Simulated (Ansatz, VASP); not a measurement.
**C in VASP and in Ansatz**

INCAR

```
ALGO = Normal ; EDIFF = 1E-6
ENCUT = 520 ; GGA = PS
ISIF = 2 ; ISMEAR = 0
IVDW = 12 ; LASPH = T
LCHARG = T ; LELF = T
LREAL = F ; LVHAR = T
LWAVE = F ; NBANDS = 11
NELM = 80 ; PREC = Accurate
SIGMA = 0.05
```

Contents of KPOINTS:

```
k-points
0
Gamma
  15 15 15
```

The input POSCAR:

```
C
1.0
    1.2291305633      0.7096388616      3.2835658809
   -1.2291305633      0.7096388616      3.2835658809
    0.0000000000     -1.4192777231      3.2835658809
C
2
Direct
    0.1762275087      0.1762275087      0.1762275087
    0.8237724913      0.8237724913      0.8237724913
```

Input for Ansatz:

```yaml
crystal:
  lattice:
    - [1.2291305633, 0.7096388616, 3.2835658809]
    - [-1.2291305633, 0.7096388616, 3.2835658809]
    - [0.0, -1.4192777231, 3.2835658809]
  atoms:
    - { symbol: C, position: [0.1762275087, 0.1762275087, 0.1762275087] }
    - { symbol: C, position: [0.8237724913, 0.8237724913, 0.8237724913] }
basis:
  ecutwfc: 520.0
kpoints:
  mp_grid: { grid: [15, 15, 15] }
hamiltonian:
  xc: pbesol
  dispersion: d3bj
scf:
  occupations: { method: gaussian, width: 0.05 }
output:
  forces: true
  stress: true
  eigenvalues: true
```

Change from the starting cell: mode 4 frozen in at +0.095 Å and mode 6 at +0.000 Å (largest displacements).

Alike in both runs: task single point; functional PBEsol; dispersion D3(BJ); k mesh 15 × 15 × 15; occupations gaussian, width 0.05 eV; no spin polarisation.

|  | VASP | Ansatz |
| --- | --- | --- |
| version | VASP 6.6.1 | Ansatz 0.2.0 |
| potentials or method | VASP PAW PBE potentials, release 64 (C), cutoff 520 eV | scalar-relativistic, plane waves, PAW |
| valence electrons in the cell | 8 | 8 |

Ansatz gave:

* gap on the k mesh at the Fermi level (eV): 0.46
* least direct gap on the mesh (eV): 0.46
* pressure (GPa): -2.2
* traceless stress, the component that is largest in VASP (GPa): -3.32
* rms of the force components (eV/Å): 1.833

Q: Which values does VASP return?

A: gap on the k mesh at the Fermi level (eV): 0.46; least direct gap on the mesh (eV): 0.46; pressure (GPa): -1.6; traceless stress, the component that is largest in VASP (GPa): -4.06; rms of the force components (eV/Å): 1.824.

VASP's potentials were made for PBE, not for PBEsol. Atom by atom the forces differ by 0.009 eV/Å (rms over components).
